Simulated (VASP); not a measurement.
# BAs in VASP: notebook

BAs is run at these levels: PBE; tasks: single point.

All numbers are computed with VASP 6.6.1; they aren't measurements. Logs are shortened: lines on timing, memory, paths and dates and some standing lists are left out, and cuts for length are marked.

## Step 1: The cell of the first run

The cell holds a wire or tube with vacuum around it, 2 atoms: a = 9.000 Å, b = 9.300 Å, c = 3.580 Å, α = 90.00°, β = 90.00°, γ = 90.00°.

## Step 2: Single point, PBE, collinear spin

Contents of INCAR:

```
SYSTEM = BAs
ALGO = Normal ; EDIFF = 1E-7
ENCUT = 520 ; GGA = PE
ISIF = 2 ; ISMEAR = 0
ISPIN = 2 ; LASPH = .True.
LCHARG = .False. ; LORBIT = 11
LREAL = .False. ; LWAVE = .False.
MAGMOM = 0.5 0.5 ; NBANDS = 15
NELM = 150 ; PREC = Accurate
SIGMA = 0.05
```

Contents of KPOINTS:

```
k-points
0
Gamma
  1 1 17
  0 0 0
```

Contents of POSCAR:

```
BAs
1.0
    9.0000000000      0.0000000000      0.0000000000
    0.0000000000      9.3000000000      0.0000000000
    0.0000000000      0.0000000000      3.5804719500
B As
1 1
Direct
    0.5000000000      0.5000000000      0.0000000000
    0.5000000000      0.5000000000      0.5000000000
```

Potentials or basis: VASP PAW PBE potentials, release 64 (B, As).

Command:

```sh
cat potpaw_PBE.64/B/POTCAR potpaw_PBE.64/As/POTCAR > POTCAR
mpirun -np 1 vasp_std > vasp.out
```

OUTCAR:

```text
SYSTEM = BAs
   EDIFF = 1E-7
   ENCUT = 520
   GGA = PE
   ISIF = 2
   ISMEAR = 0
   ISPIN = 2
   LASPH = .True.
   LORBIT = 11
   LREAL = .False.
   NELM = 150
   PREC = Accurate

 ion  position               nearest neighbor table
   1  0.500  0.500  0.000-   2 1.79   2 1.79
   2  0.500  0.500  0.500-   1 1.79   1 1.79

  LATTYP: Found a simple orthorhombic cell.
 ALAT       =     3.5804719500
 B/A-ratio  =     2.5136351089
 C/A-ratio  =     2.5974229459

  Lattice vectors:

 A1 = (   0.0000000000,   0.0000000000,   3.5804719500)
 A2 = (   9.0000000000,   0.0000000000,   0.0000000000)
 A3 = (   0.0000000000,   9.3000000000,   0.0000000000)

Analysis of symmetry for initial positions (statically):
=====================================================================
 Subroutine PRICEL returns:
 Original cell was already a primitive cell.

 Routine SETGRP: Setting up the symmetry group for a
 simple orthorhombic supercell.

 Subroutine GETGRP returns: Found  8 space group operations
 (whereof  8 operations were pure point group operations)
 out of a pool of  8 trial point group operations.

The static configuration has the point symmetry D_2h.

Analysis of symmetry for dynamics (positions and initial velocities):
=====================================================================
 Subroutine PRICEL returns:
 Original cell was already a primitive cell.

 Routine SETGRP: Setting up the symmetry group for a
 simple orthorhombic supercell.

 Subroutine GETGRP returns: Found  8 space group operations
 (whereof  8 operations were pure point group operations)
 out of a pool of  8 trial point group operations.

The dynamic configuration has the point symmetry D_2h.

Analysis of structural, dynamic, and magnetic symmetry:
=====================================================================
 Subroutine PRICEL returns:
 Original cell was already a primitive cell.

 Routine SETGRP: Setting up the symmetry group for a
 simple orthorhombic supercell.

 Subroutine GETGRP returns: Found  8 space group operations
 (whereof  8 operations were pure point group operations)
 out of a pool of  8 trial point group operations.

The overall configuration has the point symmetry D_2h.

 Subroutine INISYM returns: Found  8 space group operations
 (whereof  8 operations are pure point group operations),
 and found     1 'primitive' translations

----------------------------------------------------------------------------------------

                                     Primitive cell

  volume of cell :     299.6855

  direct lattice vectors                    reciprocal lattice vectors
     9.000000000  0.000000000  0.000000000     0.111111111  0.000000000  0.000000000
     0.000000000  9.300000000  0.000000000     0.000000000  0.107526882  0.000000000
     0.000000000  0.000000000  3.580471950     0.000000000  0.000000000  0.279292790

  length of vectors
     9.000000000  9.300000000  3.580471950     0.111111111  0.107526882  0.279292790

  position of ions in fractional coordinates (direct lattice)
     0.500000000  0.500000000  0.000000000
     0.500000000  0.500000000  0.500000000

  ion indices of the primitive-cell ions
   primitive index   ion index
                 1           1
                 2           2

----------------------------------------------------------------------------------------

 KPOINTS: k-points

Automatic generation of k-mesh.
 Grid dimensions read from file:
 generate k-points for:    1    1   17

 Generating k-lattice:

  Cartesian coordinates                     Fractional coordinates (reciprocal lattice)
     0.111111111  0.000000000  0.000000000     1.000000000  0.000000000  0.000000000
     0.000000000  0.107526882  0.000000000     0.000000000  1.000000000  0.000000000
     0.000000000  0.000000000  0.016428988     0.000000000  0.000000000  0.058823529

  Length of vectors
     0.111111111  0.107526882  0.016428988

  Shift w.r.t. Gamma in fractional coordinates (k-lattice)
     0.000000000  0.000000000  0.000000000

 Subroutine IBZKPT returns following result:
 ===========================================

 Found      9 irreducible k-points:

 Following reciprocal coordinates:
            Coordinates               Weight
  0.000000  0.000000  0.000000      1.000000
  0.000000  0.000000  0.058824      2.000000
  0.000000  0.000000  0.117647      2.000000
  0.000000  0.000000  0.176471      2.000000
  0.000000  0.000000  0.235294      2.000000
  0.000000  0.000000  0.294118      2.000000
  0.000000  0.000000  0.352941      2.000000
  0.000000  0.000000  0.411765      2.000000
  0.000000  0.000000  0.470588      2.000000
   k-points           NKPTS =      9   k-points in BZ     NKDIM =      9   number of bands    NBANDS=     15
   number of dos      NEDOS =    301   number of ions     NIONS =      2
   total plane-waves  NPLWV = 137200
   dimension x,y,z NGX =    70 NGY =   70 NGZ =   28
   dimension x,y,z NGXF=   140 NGYF=  140 NGZF=   56
   ions per type =               1   1
   NGX,Y,Z   is equivalent  to a cutoff of  12.93, 12.51, 13.00 a.u.
   NGXF,Y,Z  is equivalent  to a cutoff of  25.86, 25.03, 26.00 a.u.
 SYSTEM =  BAs
   PREC   = accura    normal or accurate (medium, high low for compatibility)
   ISTART =      0    job   : 0-new  1-cont  2-samecut
   ICHARG =      2    charge: 1-file 2-atom 10-const
   ISPIN  =      2    spin polarized calculation?
   LNONCOLLINEAR =      F non collinear calculations
   LSORBIT =      F    spin-orbit coupling
   LASPH  =      T    aspherical Exc in radial PAW
   ENCUT  =  520.0 eV  38.22 Ry    6.18 a.u.  16.73 17.29  6.66*2*pi/ulx,y,z
   NELM   =    150;   NELMIN=  2; NELMDL= -5     # of ELM steps
   EDIFF  = 0.1E-06   stopping-criterion for ELM
   LREAL  =      F    real-space projection
   EDIFFG = 0.1E-05   stopping-criterion for IOM
   NSW    =      0    number of steps for IOM
   IBRION =     -1    ionic relax: 0-MD 1-quasi-New 2-CG
   NFREE  =      0    steps in history (QN), initial steepest desc. (CG)
   ISIF   =      2    stress and relaxation
   ISYM   =      2    0-nonsym 1-usesym 2-fastsym
   POTIM  = 0.5000    time-step for ionic-motion
   TEBEG  =    0.0;   TEEND  =   0.0 temperature during run
   PSTRESS=    0.0 pullay stress
   NELECT =       8.0000    total number of electrons
   NUPDOWN=      -1.0000    fix difference up-down
   EMIN   =  10.00;   EMAX   =-10.00  energy-range for DOS
   EFERMI =   0.00;   METHOD = LEGACY
   ISMEAR =     0;   SIGMA  =   0.05  broadening in eV -4-tet -1-fermi 0-gaus
   EFERMI_NEDOS =   21; number of points for ismear=-14 and -15
   IALGO  =     38    algorithm
   IMIX   =      4    mixing-type and parameters
     AMIX     =   0.40;   BMIX     =  1.00
     AMIX_MAG =   1.60;   BMIX_MAG =  1.00
  volume/ion in A,a.u.               =     149.84      1011.19
  Fermi-wavevector in a.u.,A,eV,Ry     =   0.489271  0.924588  3.257047  0.239386
  Thomas-Fermi vector in A             =   1.491519
   LORBIT       =     11    0 simple, 1 ext, 2 COOP (PROOUT), +10 PAW based schemes
   GGA     = PE    functional components
   LHFCALC =     F    Hartree Fock is set to
   AEXX    =    0.0000 exact exchange contribution
   IVDW    =     0    specifies the selected vdW correction
   LEPSILON=     F    determine dielectric tensor
   LRPA    =     F    only Hartree local field effects (RPA)
 spin polarized calculation
 Gauss-broadening in eV      SIGMA  =   0.05
  energy-cutoff  :      520.00
  volume of cell :      299.69
 maximum number of plane-waves:      8093
 NGX is ok and might be reduce to    70
   NGX = 33   NGY = 35   NGZ = 13

 number of electron       8.0000000 magnetization      -0.0000054

 number of electron       8.0000000 magnetization       0.0000034

 Free energy of the ion-electron system (eV)
  ---------------------------------------------------
  ext. energy  EPLUGINS =         0.00000000
  ---------------------------------------------------
  free energy    TOTEN  =        -8.19771371 eV

  energy without entropy =       -8.19771371  energy(sigma->0) =       -8.19771371

 E-fermi :  -4.2314     XC(G=0):  -2.1632

 val. band max:       -4.5134488746   @ k =   0.0000   0.0000   0.4706
 cond. band min:      -3.6068281493   @ k =   0.0000   0.0000   0.4706
 fundamental gap:      0.9066207253
 Fermi energy:        -4.2313939257

 spin component 1

 k-point     1 :       0.0000    0.0000    0.0000
  band No.  band energies     occupation
      1     -16.6721      1.00000
      2      -9.4459      1.00000
      3      -7.0028      1.00000
      4      -7.0025      1.00000
      5      -2.6692      0.00000
      6      -0.2101      0.00000
      7       1.2719      0.00000
      8       1.6576      0.00000
      9       1.7498      0.00000
     10       2.0220      0.00000
     11       2.3861      0.00000
     12       2.4541      0.00000
     13       2.4902      0.00000
     14       3.8702      0.00000
     15       3.9311      0.00000
[... 127 lines left out ...]
 k-point     9 :       0.0000    0.0000    0.4706
  band No.  band energies     occupation
      1     -15.6273      1.00000
      2     -12.5522      1.00000
      3      -4.5137      1.00000
      4      -4.5134      1.00000
      5      -3.6068      0.00000
      6      -3.6066      0.00000
      7       1.5145      0.00000
      8       2.6705      0.00000
      9       3.8121      0.00000
     10       3.8312      0.00000
     11       4.3849      0.00000
     12       4.4984      0.00000
     13       4.5109      0.00000
     14       4.5755      0.00000
     15       5.0980      0.00000
 Fermi energy:        -4.2313939257

 spin component 2

 k-point     1 :       0.0000    0.0000    0.0000
  band No.  band energies     occupation
      1     -16.6721      1.00000
      2      -9.4459      1.00000
      3      -7.0028      1.00000
      4      -7.0025      1.00000
      5      -2.6692      0.00000
      6      -0.2079      0.00000
      7       1.2724      0.00000
      8       1.6590      0.00000
      9       1.7505      0.00000
     10       2.0222      0.00000
     11       2.4076      0.00000
     12       2.4552      0.00000
     13       2.4908      0.00000
     14       3.8737      0.00000
     15       3.9329      0.00000
[... 127 lines left out ...]
 k-point     9 :       0.0000    0.0000    0.4706
  band No.  band energies     occupation
      1     -15.6273      1.00000
      2     -12.5522      1.00000
      3      -4.5137      1.00000
      4      -4.5135      1.00000
      5      -3.6068      0.00000
      6      -3.6066      0.00000
      7       1.5148      0.00000
      8       2.6726      0.00000
      9       3.8144      0.00000
     10       3.8353      0.00000
     11       4.3869      0.00000
     12       4.4987      0.00000
     13       4.5121      0.00000
     14       4.5760      0.00000
     15       5.1178      0.00000

------------------------ aborting loop because EDIFF is reached ----------------------------------------

  FORCE on cell =-STRESS in cart. coord.  units (eV):
  Direction    XX          YY          ZZ          XY          YZ          ZX
  --------------------------------------------------------------------------------------
  -------------------------------------------------------------------------------------
  Total        0.0111081      0.0058750      0.4738757      0.0000000      0.0000000     -0.0000000
  in kB        0.0593861      0.0314089      2.5334324      0.0000000      0.0000000     -0.0000000
  external PRESSURE =       0.8747425 kB  Pullay stress =       0.0000000 kB

 VOLUME and BASIS-vectors are now :
 -----------------------------------------------------------------------------
  energy-cutoff  :      520.00
  volume of cell :      299.69
      direct lattice vectors                 reciprocal lattice vectors
     9.000000000  0.000000000  0.000000000     0.111111111  0.000000000  0.000000000
     0.000000000  9.300000000  0.000000000     0.000000000  0.107526882  0.000000000
     0.000000000  0.000000000  3.580471950     0.000000000  0.000000000  0.279292790

 POSITION                                       TOTAL-FORCE (eV/Angst)
 -----------------------------------------------------------------------------------
      4.50000      4.65000      0.00000         0.000000      0.000000      0.000000
      4.50000      4.65000      1.79024         0.000000      0.000000      0.000000
 -----------------------------------------------------------------------------------
    total drift:                                0.000000      0.000000      0.000000

  FREE ENERGIE OF THE ION-ELECTRON SYSTEM (eV)
  ---------------------------------------------------
  free  energy   TOTEN  =        -8.1977137123 eV

  energy  without entropy=       -8.1977137123  energy(sigma->0) =       -8.19771371

 total charge

# of ion       s       p       d       tot
------------------------------------------
    1        0.673   1.134   0.000   1.807
    2        1.153   1.773   0.041   2.966
--------------------------------------------------
tot          1.826   2.907   0.041   4.773

 magnetization (x)

# of ion       s       p       d       tot
------------------------------------------
    1        0.000   0.000   0.000   0.000
    2       -0.000  -0.000   0.000  -0.000
--------------------------------------------------
tot          0.000  -0.000   0.000  -0.000
```

It took 97 s on 1 thread of Intel Xeon 6975P-C (Granite Rapids), shared host; peak memory 0.46 GiB.

Results:

| Property | Result |
| --- | --- |
| Free energy | -8.1977 eV |
| Band gap on the k mesh | 0.91 eV |
| Net moment | 0.00 μB per cell |
| Valence electrons inside the program's atomic spheres | B 1.81; As 2.97 |

Levels at points of the mesh, in eV from the valence-band top:
Spin up:
| k point | band 2 | band 3 | band 4 | band 5 | band 6 | band 7 |
| --- | --- | --- | --- | --- | --- | --- |
| (0.00, 0.00, 0.00) | -4.93 | -2.49 | -2.49 | 1.84 | 4.30 | 5.79 |
Spin down:
```
           k point  band 1  band 2  band 3  band 4  band 5  band 6  band 7  band 8  band 9
(0.00, 0.00, 0.00)  -12.16   -4.93   -2.49   -2.49    1.84    4.31    5.79    6.17    6.26
```

[end of part 1 of 2]
